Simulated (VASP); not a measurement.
# Al5O3 (P4/mmm) in VASP: a series of runs, part 2 of 2

VASP 6.6.1.

**6. Relaxation of cell and atoms, PBE**

This run uses another cell than the first one, of 13.69 Å³/atom, 1.127 times its volume.

INCAR

```
SYSTEM = Al5O3
ALGO = Normal ; EDIFF = 1E-7
EDIFFG = -0.04 ; ENCUT = 600
GGA = PE ; IBRION = 2
ISIF = 3 ; ISMEAR = 0
LASPH = .True. ; LCHARG = .False.
LREAL = .False. ; LWAVE = .False.
NELM = 80 ; NSW = 90
PREC = Accurate ; SIGMA = 0.1
```

KPOINTS

```
k-points
0
Gamma
  6 6 2
  0 0 0
```

POSCAR

```
Al5O3
1.0
    3.1500751400      0.0000000000      0.0000000000
    0.0000000000      3.1500751400      0.0000000000
    0.0000000000      0.0000000000     11.0402264000
Al O
5 3
Direct
    0.0000000000      0.0000000000      0.2500000000
    0.0000000000      0.0000000000      0.7500000000
    0.0000000000      0.0000000000      0.0000000000
    0.5000000000      0.5000000000      0.3750000000
    0.5000000000      0.5000000000      0.6250000000
    0.5000000000      0.5000000000      0.1250000000
    0.5000000000      0.5000000000      0.8750000000
    0.0000000000      0.0000000000      0.5000000000
```

Potentials or basis: VASP PAW PBE potentials, release 64 (Al, O).

Started as:

```sh
$ cat potpaw_PBE.64/Al/POTCAR potpaw_PBE.64/O/POTCAR > POTCAR
$ mpirun -np 1 vasp_std > vasp.out
```

OUTCAR:

```text
SYSTEM = Al5O3
   EDIFF = 1E-7
   EDIFFG = -0.04
   ENCUT = 600
   GGA = PE
   IBRION = 2
   ISIF = 3
   ISMEAR = 0
   LASPH = .True.
   LREAL = .False.
   NELM = 80
   NSW = 90
   PREC = Accurate

 ion  position               nearest neighbor table
   1  0.000  0.000  0.250-   4 2.62   6 2.62   4 2.62   6 2.62   4 2.62   6 2.62   4 2.62   6 2.62
                             3 2.76
   2  0.000  0.000  0.750-   5 2.62   7 2.62   5 2.62   7 2.62   5 2.62   7 2.62   5 2.62   7 2.62
                             3 2.76
   3  0.000  0.000  0.000-   6 2.62   7 2.62   6 2.62   7 2.62   6 2.62   7 2.62   6 2.62   7 2.62
                             1 2.76   2 2.76
   4  0.500  0.500  0.375-   1 2.62   8 2.62   1 2.62   8 2.62   1 2.62   8 2.62   1 2.62   8 2.62
                             5 2.76
   5  0.500  0.500  0.625-   2 2.62   8 2.62   2 2.62   8 2.62   2 2.62   8 2.62   2 2.62   8 2.62
                             4 2.76
   6  0.500  0.500  0.125-   1 2.62   3 2.62   1 2.62   3 2.62   1 2.62   3 2.62   1 2.62   3 2.62

   7  0.500  0.500  0.875-   2 2.62   3 2.62   2 2.62   3 2.62   2 2.62   3 2.62   2 2.62   3 2.62

   8  0.000  0.000  0.500-   4 2.62   5 2.62   4 2.62   5 2.62   4 2.62   5 2.62   4 2.62   5 2.62

  LATTYP: Found a simple tetragonal cell.
 ALAT       =     3.1500751400
 C/A-ratio  =     3.5047501756

  Lattice vectors:

 A1 = (   3.1500751400,   0.0000000000,   0.0000000000)
 A2 = (   0.0000000000,   3.1500751400,   0.0000000000)
 A3 = (   0.0000000000,   0.0000000000,  11.0402264000)

Analysis of symmetry for initial positions (statically):
=====================================================================
 Subroutine PRICEL returns:
 Original cell was already a primitive cell.

 Routine SETGRP: Setting up the symmetry group for a
 simple tetragonal supercell.

 Subroutine GETGRP returns: Found 16 space group operations
 (whereof 16 operations were pure point group operations)
 out of a pool of 16 trial point group operations.

The static configuration has the point symmetry D_4h.

Analysis of symmetry for dynamics (positions and initial velocities):
=====================================================================
 Subroutine PRICEL returns:
 Original cell was already a primitive cell.

[... 142 lines left out ...]
   IVDW    =     0    specifies the selected vdW correction
   LEPSILON=     F    determine dielectric tensor
   LRPA    =     F    only Hartree local field effects (RPA)
 conjugate gradient relaxation of ions
 non-spin polarized calculation
 Gauss-broadening in eV      SIGMA  =   0.10
  energy-cutoff  :      600.00
  volume of cell :      109.55
 maximum number of plane-waves:      3692
 NGX is ok and might be reduce to    28
   NGX = 13   NGY = 13   NGZ = 45

--------------------------------------- Ionic step        1  -------------------------------------------

 number of electron      32.9999995 magnetization

 Free energy of the ion-electron system (eV)
  ---------------------------------------------------
  ext. energy  EPLUGINS =         0.00000000
  ---------------------------------------------------
  free energy    TOTEN  =       -35.94406258 eV

  energy without entropy =      -35.93352024  energy(sigma->0) =      -35.93879141

------------------------ aborting loop because EDIFF is reached ----------------------------------------

  FORCE on cell =-STRESS in cart. coord.  units (eV):
  Direction    XX          YY          ZZ          XY          YZ          ZX
  --------------------------------------------------------------------------------------
  -------------------------------------------------------------------------------------
  Total      -11.0588910    -11.0588910      1.3540436      0.0000000      0.0000000     -0.0000000
  in kB     -161.7343828   -161.7343828     19.8026547      0.0000000      0.0000000     -0.0000000
  external PRESSURE =    -101.2220370 kB  Pullay stress =       0.0000000 kB
[... 107 lines left out ...]
  FREE ENERGIE OF THE ION-ELECTRON SYSTEM (eV)
  ---------------------------------------------------
  free  energy   TOTEN  =       -37.6965253590 eV

  energy  without entropy=      -37.6876075041  energy(sigma->0) =      -37.69206643

[... ionic steps 4 to 35 ...]

--------------------------------------- Ionic step       36  -------------------------------------------

 number of electron      32.9999995 magnetization

------------------------ aborting loop because EDIFF is reached ----------------------------------------
[... 79 lines left out ...]
--------------------------------------- Ionic step       38  -------------------------------------------

 number of electron      32.9999997 magnetization

 Free energy of the ion-electron system (eV)
  ---------------------------------------------------
  ext. energy  EPLUGINS =         0.00000000
  ---------------------------------------------------
  free energy    TOTEN  =       -39.02390750 eV

  energy without entropy =      -39.02021405  energy(sigma->0) =      -39.02206077

 E-fermi :   8.1383     XC(G=0): -10.8352

 val. band max:        8.1182477458   @ k =   0.5000   0.0000   0.5000
 cond. band min:       8.2971670207   @ k =   0.3333   0.3333   0.0000
 fundamental gap:      0.1789192749
 Fermi energy:         8.1383143570

 k-point     1 :       0.0000    0.0000    0.0000
  band No.  band energies     occupation
      1     -12.3359      2.00000
      2     -12.0890      2.00000
      3     -10.3205      2.00000
      4      -2.7312      2.00000
      5      -2.0186      2.00000
      6       0.5599      2.00000
[... 504 lines left out ...]
  FREE ENERGIE OF THE ION-ELECTRON SYSTEM (eV)
  ---------------------------------------------------
  free  energy   TOTEN  =       -39.0239074995 eV

  energy  without entropy=      -39.0202140473  energy(sigma->0) =      -39.02206077

 reached required accuracy - stopping structural energy minimisation
```

OSZICAR:

```text
N       E                     dE             d eps       ncg     rms          rms(c)
DAV:   1     0.142268425061E+03    0.14227E+03   -0.15428E+04   848   0.149E+03
DAV:   2    -0.248598969388E+02   -0.16713E+03   -0.15957E+03  1172   0.244E+02
DAV:   3    -0.397390311093E+02   -0.14879E+02   -0.14557E+02  1063   0.762E+01
[... 440 lines left out ...]
DAV:   5    -0.390239088580E+02    0.80431E-05   -0.26896E-05   925   0.324E-02    0.838E-03
DAV:   6    -0.390239080281E+02    0.82992E-06   -0.70231E-06  1009   0.185E-02    0.406E-03
DAV:   7    -0.390239076994E+02    0.32866E-06   -0.89558E-07   940   0.665E-03    0.200E-03
DAV:   8    -0.390239075543E+02    0.14516E-06   -0.38869E-07   851   0.378E-03    0.661E-04
DAV:   9    -0.390239074995E+02    0.54739E-07   -0.39359E-08   420   0.146E-03
  38 F= -.39023907E+02 E0= -.39022061E+02  d E =-.205641E-02
```

Wall time 29 min (1 thread of AMD EPYC 7R43 (Zen 3), shared host); peak memory 0.26 GiB.

Results:

* Free energy: -39.0239 eV
* Relaxed volume: 11.98 Å³/atom
* Relaxed cell: a = 2.660 Å, b = 2.660 Å, c = 13.550 Å, α = 90.00°, β = 90.00°, γ = 90.00°
* Space group after relaxing (to 0.05 Å): P4/mmm (No. 123)
* Energy gained by relaxing: 385.0 meV/atom
* Ionic steps: 38
* Pressure after relaxing: 0.0 GPa
* Largest force after relaxing: 0.034 eV/Å

Forces in eV/Å, atoms in the order of the input:
```
Al   0.000  0.000 -0.008
Al   0.000  0.000  0.008
Al   0.000  0.000  0.000
Al   0.000  0.000 -0.020
Al   0.000  0.000  0.020
O    0.000  0.000  0.034
O    0.000  0.000 -0.034
O    0.000  0.000  0.000
```

The path:
| step | energy change (eV) | largest force (eV/Å) | pressure (GPa) | volume (Å³) |
| --- | --- | --- | --- | --- |
| 1 | 0.0000 | 1.2179 | -10.12 | 109.55 |
| 2 | -1.4565 | 1.6308 | -0.74 | 96.21 |
| 3 | -1.7525 | 1.6632 | 7.80 | 89.52 |
| 4 | -2.1824 | 1.3554 | 4.13 | 91.27 |
| 5 | -2.2118 | 0.9205 | 4.27 | 90.95 |
| 6 | -2.2965 | 0.1909 | -2.17 | 95.42 |
| 7 | -2.3007 | 0.2714 | -1.09 | 94.57 |
| 8 | -2.3122 | 0.1386 | -0.08 | 93.77 |
| 9 | -2.3133 | 0.1828 | 0.35 | 93.44 |
| 10 | -2.3187 | 0.1402 | 0.27 | 93.52 |
| 11 | -2.3295 | 0.2026 | 0.07 | 93.76 |
| 12 | -2.3313 | 0.5100 | -0.10 | 94.25 |
| 13 | -2.3332 | 0.3235 | -0.06 | 94.04 |
| 14 | -2.3355 | 0.3340 | -0.06 | 94.07 |
| 15 | -2.3436 | 0.4059 | -0.07 | 94.15 |
| 16 | -2.3624 | 0.5478 | -0.10 | 94.32 |
| 17 | -2.3689 | 0.7115 | -0.35 | 94.66 |
| 18 | -2.3750 | 0.5946 | -0.24 | 94.50 |
| 19 | -2.3861 | 0.6124 | -0.25 | 94.53 |
| 20 | -2.3931 | 0.6323 | -0.22 | 94.57 |
| 21 | -2.4080 | 0.6083 | -0.17 | 94.52 |
| 22 | -2.4524 | 0.5378 | 0.02 | 94.38 |
| 23 | -2.5240 | 0.4194 | 0.53 | 94.09 |
| 24 | -2.4825 | 1.4788 | 2.45 | 93.50 |
| 25 | -2.5404 | 0.6279 | 1.06 | 93.89 |
| 26 | -2.5550 | 0.6399 | 1.02 | 93.91 |
| 27 | -2.5931 | 0.6676 | 0.92 | 94.00 |
| 28 | -2.6975 | 0.6492 | 0.96 | 94.14 |
| 29 | -2.9312 | 0.7915 | 1.29 | 94.32 |
| 30 | -2.8407 | 1.0872 | 5.55 | 94.31 |
| 31 | -2.9819 | 0.9929 | 2.48 | 94.38 |
| 32 | -3.0480 | 0.3756 | 0.50 | 95.61 |
| 33 | -3.0513 | 0.4006 | -0.03 | 95.97 |
| 34 | -3.0610 | 0.3377 | -0.14 | 96.04 |
| 35 | -3.0720 | 0.1945 | -0.42 | 96.24 |
| 36 | -3.0762 | 0.1752 | -0.04 | 95.93 |
| 37 | -3.0778 | 0.1544 | 0.42 | 95.58 |
| 38 | -3.0798 | 0.0341 | -0.04 | 95.85 |

Final structure:
```yaml
crystal:
  lattice:
    - [2.65965, 0.00000, 0.00000]
    - [0.00000, 2.65965, 0.00000]
    - [0.00000, 0.00000, 13.55037]
  atoms:
    - { symbol: Al, position: [0.00000, 0.00000, 0.24239] }
    - { symbol: Al, position: [0.00000, 0.00000, 0.75761] }
    - { symbol: Al, position: [0.00000, 0.00000, 0.00000] }
    - { symbol: Al, position: [0.50000, 0.50000, 0.39197] }
    - { symbol: Al, position: [0.50000, 0.50000, 0.60803] }
    - { symbol: O, position: [0.50000, 0.50000, 0.08249] }
    - { symbol: O, position: [0.50000, 0.50000, 0.91751] }
    - { symbol: O, position: [0.00000, 0.00000, 0.50000] }
```

Caveat: an odd number of electrons without spin polarisation forces a metal; a magnetic or distorted state may lie lower.

**7. Summary**

| task | cell | k mesh | cutoff (eV) | gap on the mesh (eV) | pressure (GPa) | relaxed volume (Å³/atom) | largest force (eV/Å) |
| --- | --- | --- | --- | --- | --- | --- | --- |
| single point | a = 2.630, b = 2.630, c = 14.058 Å, 8 atoms | 14 × 14 × 4 | 520 | none | 0.0 | - | - |
| relaxation of cell and atoms | relaxed from a = 2.660, b = 2.660, c = 13.553 Å, 8 atoms | 14 × 14 × 4 | 600 | none | 0.0 | 12.14 | - |
| single point | a = 2.660, b = 2.660, c = 13.553 Å, 8 atoms | 6 × 6 × 2 | 520 | none | 0.1 | - | 0.01 |
| single point | a = 3.150, b = 3.150, c = 11.040 Å, 8 atoms | 6 × 6 × 2 | 520 | none | -10.1 | - | 1.22 |
| relaxation of cell and atoms | relaxed from a = 3.150, b = 3.150, c = 11.040 Å, 8 atoms | 6 × 6 × 2 | 600 | none | 0.0 | 11.98 | 0.03 |

Alike in all rows: level PBE; potentials or basis VASP PAW PBE potentials, release 64 (Al, O); no spin polarisation; smearing gaussian 0.1 eV.

Caveats: some runs use coarse meshes; an odd number of electrons without spin polarisation forces a metal; a magnetic or distorted state may lie lower.

Absolute energies hang on the potentials; compare differences alone.
